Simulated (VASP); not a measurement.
Runs of VASP 6.6.1 on La3Tl. The structure is that of space group Pm-3m (No. 221), or close to it. The cells are those of the table. 

```tsv
cell	gap on the mesh (eV)	pressure (GPa)
a = 5.060, b = 5.060, c = 5.161 Å, 4 atoms	none	-4.3
a = 5.094 Å, 4 atoms	none	-4.3
a = 5.159 Å, 4 atoms	none	(a)
a = 5.043 Å, 4 atoms	none	-3.3
```

Alike in all rows: task electric field gradients; level LDA; potentials or basis VASP PAW LDA potentials, release 64 (La, Tl_d); no spin polarisation; k mesh 8 × 8 × 8; cutoff (eV) 520; smearing fermi-dirac 0.08 eV.

Task: Fill in the values left out.

Result: (a) -5.3.

Caveats: the cell stands under tension; spin-orbit coupling is left out, which moves the levels of the heavy elements.

A k mesh can miss the band edges, and the runs leave out spin-orbit coupling on La, Tl.

A gap of «none» marks levels without a gap at the run's occupations.
